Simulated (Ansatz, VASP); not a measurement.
# One calculation of Cu, two programs

```
CELL_PARAMETERS angstrom
0.00000 1.79665 1.79665
1.79665 0.00000 1.79665
1.79665 1.79665 0.00000
ATOMIC_POSITIONS crystal
Cu 0.00000 0.00000 0.00000
```

Alike in both runs: task single point; functional PBE; k mesh 14 × 14 × 14; occupations fermi-dirac, width 0.1 eV; no spin polarisation.

```csv
,VASP,Ansatz
version,VASP 6.6.1,Ansatz 0.2.0
potentials or method,"VASP PAW PBE potentials, release 64 (Cu), cutoff 600 eV","PAW, plane waves, scalar-relativistic"
valence electrons in the cell,11,19
```

|  | VASP | Ansatz | Ansatz less VASP |
| --- | --- | --- | --- |
| pressure (GPa) | 5.3 | 4.7 | -0.59 |

VASP's potentials hold 11 valence electrons a cell and Ansatz's 19, so a difference there can come from the potentials and not from the codes.
